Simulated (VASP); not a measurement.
A run of VASP 6.6.1 is set up as follows.

INCAR

```
PREC     = Accurate       # precision mode
ENCUT    = 520            # plane-wave cutoff, eV
EDIFF    = 1E-6           # SCF threshold, eV
ISMEAR   = -1             # smearing method
SIGMA    = 0.05           # smearing width, eV
LREAL    = F              # projectors in reciprocal space
LASPH    = T              # aspherical terms in the spheres
NELM     = 100            # most SCF steps
ALGO     = Normal         # electronic algorithm
ISIF     = 2              # what is computed and relaxed
LWAVE    = F              # write WAVECAR
LCHARG   = F              # write CHGCAR
GGA      = RP             # functional
NBANDS   = 25             # bands
```

File KPOINTS:

```
regular mesh
0
Gamma
  10 10 5
```

POSCAR

```
CuO
1.0
    2.3601779360     -1.7247473506      0.0000000000
    2.3601779360      1.7247473506      0.0000000000
   -0.8662535568      0.0000000000      5.0929435705
Cu O
2 2
Direct
    0.4968000000      0.0032000000      0.5000000000
    0.0032000000      0.4968000000      0.0000000000
    0.4056000000      0.5714000000      0.7537000000
    0.5714000000      0.4056000000      0.2537000000
```

Potentials or basis: VASP PAW PBE potentials, release 64 (Cu, O).

Run with:

```bash
$ cat potpaw_PBE.64/Cu/POTCAR potpaw_PBE.64/O/POTCAR > POTCAR
$ mpirun -np 1 vasp_std > vasp.out
```

**Question.** What does it give for the pressure?

**Answer.** 8.3 GPa.

**Question.** Predict the band gap on the k mesh.

**Answer.** Zero (band 17 reaches 5.86 eV, above the bottom of band 18 at 5.27 eV).

Forces on the atoms (eV/Å):
```
Cu  -0.623 -0.346  0.244
Cu  -0.623  0.346  0.244
O    0.623 -0.254 -0.244
O    0.623  0.254 -0.244
```

Caveat: the PAW data sets were made with another functional, which shifts forces and pressure a little; semilocal functionals often make such compounds metallic where correlation or magnetic order opens a gap, which also shifts bond lengths. With open d or f shells a metallic result of RPBE can be an artefact of self-interaction; +U or a hybrid may open a gap.
